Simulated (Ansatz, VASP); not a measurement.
# CO2: VASP beside Ansatz

File INCAR:

```
SYSTEM = CO2
PREC     = Accurate       ! precision mode
ENCUT    = 520            ! plane-wave cutoff, eV
EDIFF    = 1E-7           ! SCF threshold, eV
ISMEAR   = 0              ! smearing method
SIGMA    = 0.01           ! smearing width, eV
LREAL    = .False.        ! projectors in reciprocal space
LASPH    = .True.         ! aspherical terms in the spheres
NELM     = 60             ! most SCF steps
ALGO     = Normal         ! electronic algorithm
ISIF     = 2              ! what is computed and relaxed
LWAVE    = .False.        ! write WAVECAR
LCHARG   = .True.         ! write CHGCAR
GGA      = PS             ! functional
LELF     = .True.         ! ELF
LVHAR    = .True.       
NBANDS   = 25             ! bands
```

Contents of KPOINTS:

```
Automatic mesh
0
Gamma
  4 4 2
  0 0 0
```

The input POSCAR:

```
CO2
1.0
    2.6079700000     -2.3936100000     -0.0072100000
    2.6266100000      2.4142000000      0.0173200000
    0.0126300000      0.0338400000      6.6473100000
C O
2 4
Direct
    0.9993000000      0.0124400000      0.0003900000
    0.4801600000      0.4956100000      0.5022900000
    0.7869400000      0.1966000000      0.8846800000
    0.1996500000      0.7920900000      0.1084200000
    0.6895200000      0.3011900000      0.3902800000
    0.2943400000      0.7016600000      0.5955400000
```

Input for Ansatz:

```yaml
crystal:
  lattice:
    - [2.60797, -2.39361, -0.00721]
    - [2.62661, 2.4142, 0.01732]
    - [0.01263, 0.03384, 6.64731]
  atoms:
    - { symbol: C, position: [0.9993, 0.01244, 0.00039] }
    - { symbol: C, position: [0.48016, 0.49561, 0.50229] }
    - { symbol: O, position: [0.78694, 0.1966, 0.88468] }
    - { symbol: O, position: [0.19965, 0.79209, 0.10842] }
    - { symbol: O, position: [0.68952, 0.30119, 0.39028] }
    - { symbol: O, position: [0.29434, 0.70166, 0.59554] }
kpoints:
  mp_grid:
    grid: [4, 4, 2]
hamiltonian:
  xc: pbesol
scf:
  occupations:
    method: fixed
output:
  write_density: true
  write_potential: true
  volumetric_format: npy
  elf: true
  eigenvalues: true
```

Alike in both runs: task single point; functional PBEsol; k mesh 4 × 4 × 2; no spin polarisation.

|  | VASP | Ansatz |
| --- | --- | --- |
| version | VASP 6.6.1 | Ansatz 0.2.0 |
| potentials or method | VASP PAW PBE potentials, release 64 (C, O) | plane waves, PAW |
| plane-wave cutoff (eV) | 520 | 420 |
| occupations | gaussian, width 0.01 eV | fixed |
| valence electrons in the cell | 32 | 32 |

Ansatz gave:

| Item | Value |
| --- | --- |
| gap on the k mesh at the Fermi level (eV) | 5.58 |

Which values does VASP return?

gap on the k mesh at the Fermi level (eV): 5.56.

VASP's potentials were made for PBE, not for PBEsol.

The k mesh is coarse, so the values compare programs but aren't converged. Noted on VASP's run: the standard files for N, O and F lose accuracy on very short bonds.
